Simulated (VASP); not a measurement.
Cu:

```
Cu
1.0
     2.54752    0.00000    0.00000
    -1.27376    2.20622    0.00000
     0.00000    0.00000    8.31653
Cu
4
Cartesian
  1.2738 0.7354 6.2374
  0.0000 0.0000 4.1583
  0.0000 1.4708 2.0791
  0.0000 0.0000 0.0000
```

Base run:

| Property | Result |
| --- | --- |
| Program | VASP 6.6.1 |
| Functional | PBEsol |
| Potentials or basis | VASP PAW PBE potentials, release 64 (Cu_sv_GW) |
| Cutoff | 700 eV |
| k mesh | 12 × 12 × 4 |
| Occupations | fermi-dirac, width 0.05 eV |
| Spin | no spin polarisation |

Its results: band gap on the k mesh zero (band 38 reaches 10.88 eV, above the bottom of band 39 at 5.78 eV); pressure -9.9 GPa.

Problem. The run is repeated on the same cell with these changes: potentials or basis from VASP PAW PBE potentials, release 64 (Cu_sv_GW) to VASP PAW PBE potentials, release 64 (Cu); cutoff from 700 eV to 520 eV; further incar settings from ALGO = Normal; EDIFF = 1e-06; NBANDS = 46 to ALGO = Normal; EDIFF = 1e-06; NBANDS = 30; valence electrons from 76 to 44. What comes out?

Solution. Band gap on the k mesh zero (band 22 reaches 10.89 eV, above the bottom of band 23 at 5.74 eV); pressure -3.9 GPa.

Caveats: the PAW data sets were made with another functional, which shifts forces and pressure a little.
